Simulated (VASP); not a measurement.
# IrRh2 (P6_3/mmc) in VASP: further runs, part 2 of 2

VASP 6.6.1. Earlier steps stand in the parts before.

### Step 5. Single point, PBE (15.67 Å³/atom)

This run uses another cell than the first one, of 15.67 Å³/atom.

INCAR reads:

```
SYSTEM = IrRh2
PREC = Accurate
ENCUT = 520
EDIFF = 1E-7
ISMEAR = 0
SIGMA = 0.1
LREAL = .False.
LASPH = .True.
NELM = 80
ALGO = Fast
ISIF = 2
LWAVE = .False.
LCHARG = .True.
GGA = PE
LELF = .True.
LVHAR = .True.
NBANDS = 48
```

KPOINTS reads:

```
Automatic mesh
0
Gamma
  18 18 4
  0 0 0
```

POSCAR reads:

```
IrRh2
1.0
    2.8211720310      0.0000000000      0.0000000000
   -1.4105860155      2.4432066473      0.0000000000
    0.0000000000      0.0000000000     13.6396149226
Ir Rh
2 4
Direct
    0.3333333333      0.6666666667      0.2500000000
    0.6666666667      0.3333333333      0.7500000000
    0.3333333333      0.6666666667      0.9146877847
    0.3333333333      0.6666666667      0.5853122153
    0.6666666667      0.3333333333      0.0853122153
    0.6666666667      0.3333333333      0.4146877847
```

Potentials or basis: VASP PAW PBE potentials, release 64 (Ir, Rh_pv).

Started as:

```bash
$ cat potpaw_PBE.64/Ir/POTCAR potpaw_PBE.64/Rh_pv/POTCAR > POTCAR
$ mpirun -np 1 vasp_std > vasp.out
```

OUTCAR:

```text
SYSTEM = IrRh2
   PREC = Accurate
   ENCUT = 520
   EDIFF = 1E-7
   ISMEAR = 0
   LREAL = .False.
   LASPH = .True.
   NELM = 80
   ISIF = 2
   GGA = PE

 ion  position               nearest neighbor table
   1  0.333  0.667  0.250-   5 2.77   6 2.77   5 2.77   6 2.77   5 2.77   6 2.77
   2  0.667  0.333  0.750-   3 2.77   4 2.77   3 2.77   4 2.77   3 2.77   4 2.77
   3  0.333  0.667  0.915-   2 2.77   2 2.77   2 2.77   5 2.84   5 2.84   5 2.84
   4  0.333  0.667  0.585-   2 2.77   2 2.77   2 2.77   6 2.84   6 2.84   6 2.84
   5  0.667  0.333  0.085-   1 2.77   1 2.77   1 2.77   3 2.84   3 2.84   3 2.84
   6  0.667  0.333  0.415-   1 2.77   1 2.77   1 2.77   4 2.84   4 2.84   4 2.84

  LATTYP: Found a hexagonal cell.
 ALAT       =     2.8211720310
 C/A-ratio  =     4.8347334982

  Lattice vectors:

 A1 = (   2.8211720310,   0.0000000000,   0.0000000000)
 A2 = (  -1.4105860155,   2.4432066473,   0.0000000000)
 A3 = (   0.0000000000,   0.0000000000,  13.6396149226)

Analysis of symmetry for initial positions (statically):
=====================================================================
 Subroutine PRICEL returns:
 Original cell was already a primitive cell.

 Routine SETGRP: Setting up the symmetry group for a
 hexagonal supercell.

 Subroutine GETGRP returns: Found 24 space group operations
 (whereof 12 operations were pure point group operations)
 out of a pool of 24 trial point group operations.

The static configuration has the point symmetry D_3d.
 The point group associated with its full space group is D_6h.

Analysis of symmetry for dynamics (positions and initial velocities):
=====================================================================
 Subroutine PRICEL returns:
 Original cell was already a primitive cell.

 Routine SETGRP: Setting up the symmetry group for a
 hexagonal supercell.

 Subroutine GETGRP returns: Found 24 space group operations
 (whereof 12 operations were pure point group operations)
 out of a pool of 24 trial point group operations.

The dynamic configuration has the point symmetry D_3d.
 The point group associated with its full space group is D_6h.

 Subroutine INISYM returns: Found 24 space group operations
 (whereof 12 operations are pure point group operations),
 and found     1 'primitive' translations

----------------------------------------------------------------------------------------

                                     Primitive cell

  volume of cell :      94.0139

  direct lattice vectors                    reciprocal lattice vectors
     2.821172031  0.000000000  0.000000000     0.354462610  0.204649083  0.000000000
    -1.410586016  2.443206647  0.000000000     0.000000000  0.409298166  0.000000000
     0.000000000  0.000000000 13.639614923     0.000000000  0.000000000  0.073315853

  length of vectors
     2.821172031  2.821172031 13.639614923     0.409298166  0.409298166  0.073315853

  position of ions in fractional coordinates (direct lattice)
     0.333333333  0.666666667  0.250000000
     0.666666667  0.333333333  0.750000000
     0.333333333  0.666666667  0.914687785
     0.333333333  0.666666667  0.585312215
     0.666666667  0.333333333  0.085312215
     0.666666667  0.333333333  0.414687785

  ion indices of the primitive-cell ions
   primitive index   ion index
[... 37 lines left out ...]
  0.111111 -0.000000  0.000000      6.000000
  0.166667 -0.000000  0.000000      6.000000
  0.222222  0.000000  0.000000      6.000000
  0.277778 -0.000000  0.000000      6.000000
[... 16 lines left out ...]
  0.333333  0.111111  0.000000     12.000000
  0.388889  0.111111  0.000000     12.000000
 [... further k-points ...]
   k-points           NKPTS =    111   k-points in BZ     NKDIM =    111   number of bands    NBANDS=     48
   number of dos      NEDOS =    301   number of ions     NIONS =      6
   total plane-waves  NPLWV =  62208
   dimension x,y,z NGX =    24 NGY =   24 NGZ =  108
   dimension x,y,z NGXF=    48 NGYF=   48 NGZF=  216
   ions per type =               2   4
   NGX,Y,Z   is equivalent  to a cutoff of  14.14, 14.14, 13.16 a.u.
   NGXF,Y,Z  is equivalent  to a cutoff of  28.29, 28.29, 26.33 a.u.
 SYSTEM =  IrRh2
   PREC   = accura    normal or accurate (medium, high low for compatibility)
   ISTART =      0    job   : 0-new  1-cont  2-samecut
   ICHARG =      2    charge: 1-file 2-atom 10-const
   ISPIN  =      1    spin polarized calculation?
   LNONCOLLINEAR =      F non collinear calculations
   LSORBIT =      F    spin-orbit coupling
   LASPH  =      T    aspherical Exc in radial PAW
   ENCUT  =  520.0 eV  38.22 Ry    6.18 a.u.   5.25  5.25 25.36*2*pi/ulx,y,z
   NELM   =     80;   NELMIN=  2; NELMDL= -5     # of ELM steps
   EDIFF  = 0.1E-06   stopping-criterion for ELM
   LREAL  =      F    real-space projection
   EDIFFG = 0.1E-05   stopping-criterion for IOM
   NSW    =      0    number of steps for IOM
   IBRION =     -1    ionic relax: 0-MD 1-quasi-New 2-CG
   NFREE  =      0    steps in history (QN), initial steepest desc. (CG)
   ISIF   =      2    stress and relaxation
   ISYM   =      2    0-nonsym 1-usesym 2-fastsym
   POTIM  = 0.5000    time-step for ionic-motion
   TEBEG  =    0.0;   TEEND  =   0.0 temperature during run
   PSTRESS=    0.0 pullay stress
   NELECT =      78.0000    total number of electrons
   NUPDOWN=      -1.0000    fix difference up-down
   EMIN   =  10.00;   EMAX   =-10.00  energy-range for DOS
   EFERMI =   0.00;   METHOD = LEGACY
   ISMEAR =     0;   SIGMA  =   0.10  broadening in eV -4-tet -1-fermi 0-gaus
   EFERMI_NEDOS =   21; number of points for ismear=-14 and -15
   IALGO  =     68    algorithm
   IMIX   =      4    mixing-type and parameters
     AMIX     =   0.40;   BMIX     =  1.00
     AMIX_MAG =   1.60;   BMIX_MAG =  1.00
  volume/ion in A,a.u.               =      15.67       105.74
  Fermi-wavevector in a.u.,A,eV,Ry     =   1.538305  2.906975 32.196579  2.366382
  Thomas-Fermi vector in A             =   2.644692
   LORBIT       =      0    0 simple, 1 ext, 2 COOP (PROOUT), +10 PAW based schemes
   GGA     = PE    functional components
   LHFCALC =     F    Hartree Fock is set to
   AEXX    =    0.0000 exact exchange contribution
   IVDW    =     0    specifies the selected vdW correction
   LEPSILON=     F    determine dielectric tensor
   LRPA    =     F    only Hartree local field effects (RPA)
 non-spin polarized calculation
 RMM-DIIS sequential band-by-band and
 Gauss-broadening in eV      SIGMA  =   0.10
  energy-cutoff  :      520.00
  volume of cell :       94.01
 maximum number of plane-waves:      2560
 NGX is ok and might be reduce to    24
   NGX = 11   NGY = 11   NGZ = 51

 number of electron      77.9999997 magnetization

 Free energy of the ion-electron system (eV)
  ---------------------------------------------------
  ext. energy  EPLUGINS =         0.00000000
  ---------------------------------------------------
  free energy    TOTEN  =       -45.98399769 eV

  energy without entropy =      -45.93613219  energy(sigma->0) =      -45.96006494

 E-fermi :   9.4079     XC(G=0): -13.2651

 val. band max:        9.4075932285   @ k =   0.3333   0.2222   0.0000
 cond. band min:       9.4153582355   @ k =   0.3333   0.1667   0.5000
 fundamental gap:      0.0077650069
 Fermi energy:         9.4079152624

 k-point     1 :       0.0000    0.0000    0.0000
  band No.  band energies     occupation
      1     -37.2179      2.00000
      2     -37.2149      2.00000
      3     -37.0127      2.00000
      4     -37.0096      2.00000
      5     -36.8932      2.00000
      6     -36.8932      2.00000
[... 1213 lines left out ...]
     47      13.5518      0.00000
     48      14.8624      0.00000

 [... further k-points ...]

------------------------ aborting loop because EDIFF is reached ----------------------------------------

  FORCE on cell =-STRESS in cart. coord.  units (eV):
  Direction    XX          YY          ZZ          XY          YZ          ZX
  --------------------------------------------------------------------------------------
  -------------------------------------------------------------------------------------
  Total      -12.2378403    -12.2378403    -12.2365552      0.0000000      0.0000000      0.0000000
  in kB     -208.5563816   -208.5563816   -208.5344812      0.0000000      0.0000000      0.0000000
  external PRESSURE =    -208.5490815 kB  Pullay stress =       0.0000000 kB

 VOLUME and BASIS-vectors are now :
 -----------------------------------------------------------------------------
  energy-cutoff  :      520.00
  volume of cell :       94.01
      direct lattice vectors                 reciprocal lattice vectors
     2.821172031  0.000000000  0.000000000     0.354462610  0.204649083  0.000000000
    -1.410586016  2.443206647  0.000000000     0.000000000  0.409298166  0.000000000
     0.000000000  0.000000000 13.639614923     0.000000000  0.000000000  0.073315853

 POSITION                                       TOTAL-FORCE (eV/Angst)
 -----------------------------------------------------------------------------------
     -0.00000      1.62880      3.40990         0.000000      0.000000      0.000000
      1.41059      0.81440     10.22971         0.000000      0.000000      0.000000
     -0.00000      1.62880     12.47599        -0.000000     -0.000000      0.016041
     -0.00000      1.62880      7.98343         0.000000     -0.000000     -0.016041
      1.41059      0.81440      1.16363        -0.000000      0.000000     -0.016041
      1.41059      0.81440      5.65618        -0.000000      0.000000      0.016041
 -----------------------------------------------------------------------------------
    total drift:                                0.000000     -0.000000      0.000000

  FREE ENERGIE OF THE ION-ELECTRON SYSTEM (eV)
  ---------------------------------------------------
  free  energy   TOTEN  =       -45.9839976866 eV

  energy  without entropy=      -45.9361321854  energy(sigma->0) =      -45.96006494
```

Wall time 24 min (1 thread of AMD EPYC 9755, shared host); peak memory 0.5 GiB.

What came out:

```yaml
Free_energy: -45.9840 eV
Pressure: -20.9 GPa
Largest_force: 0.016 eV/Å
Band_gap_on_the_k_mesh: zero (bands 39 and 40 overlap by 1.90 eV)
```

Forces in eV/Å, atoms in the order of the input:
```
Ir   0.000  0.000  0.000
Ir   0.000  0.000  0.000
Rh   0.000  0.000  0.016
Rh   0.000  0.000 -0.016
Rh   0.000  0.000 -0.016
Rh   0.000  0.000  0.016
```

Levels at points of the mesh, in eV from the Fermi level:
| k point | band 35 | band 36 | band 37 | band 38 | band 39 | band 40 | band 41 | band 42 |
| --- | --- | --- | --- | --- | --- | --- | --- | --- |
| (0.00, 0.00, 0.00) | -2.05 | -1.71 | -1.71 | -0.95 | -0.95 | -0.88 | -0.88 | -0.13 |
| (0.50, 0.00, 0.00) | 0.40 | 0.44 | 0.45 | 0.51 | 0.53 | 0.62 | 0.90 | 0.91 |
| (0.00, 0.00, 0.50) | -1.45 | -1.45 | -1.45 | -1.45 | -0.48 | -0.48 | -0.40 | -0.40 |
| (0.50, 0.00, 0.50) | 0.18 | 0.18 | 0.42 | 0.42 | 0.45 | 0.45 | 0.91 | 0.91 |

Caveat: the cell stands under tension; spin-orbit coupling is left out, which moves the levels of the heavy elements.

### Step 6. Summary

```csv
cell,further INCAR settings,gap on the mesh (eV),pressure (GPa),largest force (eV/Å)
"a = 2.732, b = 2.732, c = 13.224 Å, angles 90.0, 90.0, 120.0°, 6 atoms, atomic positions A",ALGO = Fast; EDIFF = 1e-07; NBANDS = 48,none,0.2,0.02
"a = 2.759, b = 2.759, c = 13.350 Å, angles 90.0, 90.0, 120.0°, 6 atoms, atomic positions B",ALGO = Fast; EDIFF = 1e-07; NBANDS = 48,none,-7.6,0.02
"a = 2.786, b = 2.786, c = 13.475 Å, angles 90.0, 90.0, 120.0°, 6 atoms, atomic positions C",ALGO = Fast; EDIFF = 1e-06; NBANDS = 48,none,-14.1,0.02
"a = 2.821, b = 2.821, c = 13.640 Å, angles 90.0, 90.0, 120.0°, 6 atoms, atomic positions D",ALGO = Fast; EDIFF = 1e-07; NBANDS = 48,none,-20.9,0.02
```

Alike in all rows: task single point; level PBE; potentials or basis VASP PAW PBE potentials, release 64 (Ir, Rh_pv); no spin polarisation; k mesh 18 × 18 × 4; cutoff (eV) 520; smearing gaussian 0.1 eV.

Caveats: spin-orbit coupling is left out, which moves the levels of the heavy elements; the cell stands under tension (at least some runs).

Absolute energies hang on the potentials; compare differences alone.
